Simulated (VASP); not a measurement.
HgTe, 2 atoms in the cell. It takes space group R3m (No. 160, trigonal). The conventional cell has a = 4.559 Å, b = 4.559 Å, c = 11.167 Å, α = 90.00°, β = 90.00°, γ = 120.00°. Within 3.6 Å of Hg (site symmetry 3m) lie 4 Te at 2.77 to 2.80 Å. Within 3.6 Å of Te (site symmetry 3m) lie 4 Hg at 2.77 to 2.80 Å.  This cell differs from its parent crystal: all Hg atoms moved +0.025 Å, as atom 1 towards its neighbour atom 2 (Te) at 2.792 Å.

* Program: VASP 6.6.1
* Task: single point
* Functional: PBE
* Potentials or basis: VASP PAW PBE potentials, release 64 (Hg, Te)
* Cutoff: 520 eV
* k mesh: 14 × 14 × 14
* Occupations: gaussian, width 0.15 eV
* Spin: no spin polarisation
* Dipole correction: no
* Further INCAR settings: ALGO = Normal; EDIFF = 1e-06; NBANDS = 16

Potentials or basis: VASP PAW PBE potentials, release 64 (Hg, Te).

Launch:

```bash
$ cat potpaw_PBE.64/Hg/POTCAR potpaw_PBE.64/Te/POTCAR > POTCAR
$ mpirun -np 1 vasp_std > vasp.out
```

Hardware: 1 thread of Intel(R) Xeon(R) 6975P-C (Granite Rapids) (shared host).

**Question.** How long does it take, and how much memory?

**Answer.** It took 4.6 min on 1 thread of Intel(R) Xeon(R) 6975P-C (Granite Rapids), on a shared host, peak memory 0.45 GiB. Counts: scf iterations 13, k points 288.
